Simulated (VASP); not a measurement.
**BeNiAg3: single point with r2SCAN**

BeNiAg3:

```xyz
5
Lattice="4.6666 0.0000 0.0000 0.0000 4.6666 0.0000 0.0000 0.0000 4.6666" Properties=species:S:1:pos:R:3 pbc="T T T"
Be    0.0000    0.0000    0.0000
Ni    2.3333    2.3333    2.3333
Ag    0.0000    2.3333    2.3333
Ag    2.3333    0.0000    2.3333
Ag    2.3333    2.3333    0.0000
```

```yaml
Program: VASP 6.6.1
Task: single point
Functional: r2SCAN
Potentials_or_basis: VASP PAW PBE potentials, release 64 (Be, Ni, Ag)
Cutoff: 520 eV
k_mesh: 8 × 8 × 8
Occupations: gaussian, width 0.1 eV
Spin: no spin polarisation
```

| Quantity | Value |
| --- | --- |
| Pressure | 0.1 GPa |
| Band gap on the k mesh | zero (an odd number of electrons rules out a gap without spin polarisation) |

Levels at points of the mesh, in eV from the Fermi level:
```
           k point  band 18  band 19  band 20  band 21  band 22  band 23  band 24  band 25  band 26  band 27
(0.00, 0.00, 0.00)    -0.29    -0.08    -0.08    -0.08     0.39     0.39     0.39     1.79     4.58     4.58
(0.50, 0.00, 0.00)    -0.95    -0.44    -0.44    -0.28    -0.09     2.27     2.80     2.80     3.05     3.05
(0.50, 0.50, 0.00)    -1.61    -1.61    -1.10    -0.71    -0.71    -0.45    -0.45     3.74     5.02     5.02
(0.50, 0.50, 0.50)    -1.75    -1.75    -1.13    -1.13    -0.09     0.45     0.45     0.45     0.66     0.66
```

Run time: 3.2 min on 1 thread of AMD EPYC 9R45 96-Core Processor (Zen 5), on a shared host, peak memory 0.25 GiB.

Caveat: the PAW data sets were made with another functional, which shifts forces and pressure a little. Spin polarisation is off, so any magnetic state and its effect on volume and gap are missing.
